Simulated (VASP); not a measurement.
Nb, 1 atom in the cell. Symmetry: Fm-3m, No. 225, cubic system. The conventional cell has a = 4.244 Å, b = 4.244 Å, c = 4.244 Å, α = 90.00°, β = 90.00°, γ = 90.00°. Within 4.0 Å of Nb (site symmetry m-3m) lie 12 Nb at 3.00 Å.  This cell differs from its parent crystal: volume scaled by 1.01.

```yaml
Program: VASP 6.6.1
Task: electric field gradients
Functional: PBEsol
Potentials_or_basis: VASP PAW PBE potentials, release 64 (Nb_sv)
Cutoff: 520 eV
k_mesh: 13 × 13 × 13
Occupations: fermi-dirac, width 0.08 eV
Spin: no spin polarisation
Dipole_correction: no
Further_INCAR_settings: ALGO = Normal; EDIFF = 1e-08; NBANDS = 12
```

Potentials or basis: VASP PAW PBE potentials, release 64 (Nb_sv).

Command:

```sh
$ cat potpaw_PBE.64/Nb_sv/POTCAR > POTCAR
$ mpirun -np 1 vasp_std > vasp.out
```

Hardware: 1 thread of AMD EPYC 9R45 96-Core Processor (Zen 5), on a shared host.

**Question.** Estimate the wall time of this run.

**Answer.** Run time: 13 s on 1 thread of AMD EPYC 9R45 96-Core Processor (Zen 5), on a shared host, peak memory 0.12 GiB. Counts: scf iterations 14, k points 84.
